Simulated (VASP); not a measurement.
A run of VASP 6.6.1 is set up as follows.

The input INCAR:

```
SYSTEM = TePb
ALGO = Normal ; EDIFF = 1E-6
EDIFFG = -0.01 ; ENCUT = 600
GGA = PS ; IBRION = 2
ISIF = 3 ; ISMEAR = -1
LASPH = .TRUE. ; LCHARG = .FALSE.
LREAL = .FALSE. ; LWAVE = .FALSE.
NELM = 80 ; NSW = 80
PREC = Accurate ; SIGMA = 0.02
```

KPOINTS

```
k-points
0
G
  8 8 8
  0 0 0
```

File POSCAR:

```
TePb
1.0
    0.0000000000      3.2310000000      3.2310000000
    3.2310000000      0.0000000000      3.2310000000
    3.2310000000      3.2310000000      0.0000000000
Te Pb
1 1
Direct
    0.5000000000      0.5000000000      0.5000000000
    0.0000000000      0.0000000000      0.0000000000
```

Potentials or basis: VASP PAW PBE potentials, release 64 (Te, Pb_d).

Run with:

```console
$ cat potpaw_PBE.64/Te/POTCAR potpaw_PBE.64/Pb_d/POTCAR > POTCAR
$ mpirun -np 1 vasp_std > vasp.out
```

**Question.** Predict the relaxed volume.

**Answer.** 33.44 Å³/atom.

**Question.** Predict the relaxed cell.

**Answer.** a = 4.556 Å, b = 4.556 Å, c = 4.556 Å, α = 60.00°, β = 60.00°, γ = 60.00°.

Final structure:
```
Te Pb
1.0
     0.00000    3.22185    3.22185
     3.22185    0.00000    3.22185
     3.22185    3.22185    0.00000
Te Pb
1 1
Direct
  0.50000 0.50000 0.50000
  0.00000 0.00000 0.00000
```

Caveat: the PAW data sets were made with another functional, which shifts forces and pressure a little.
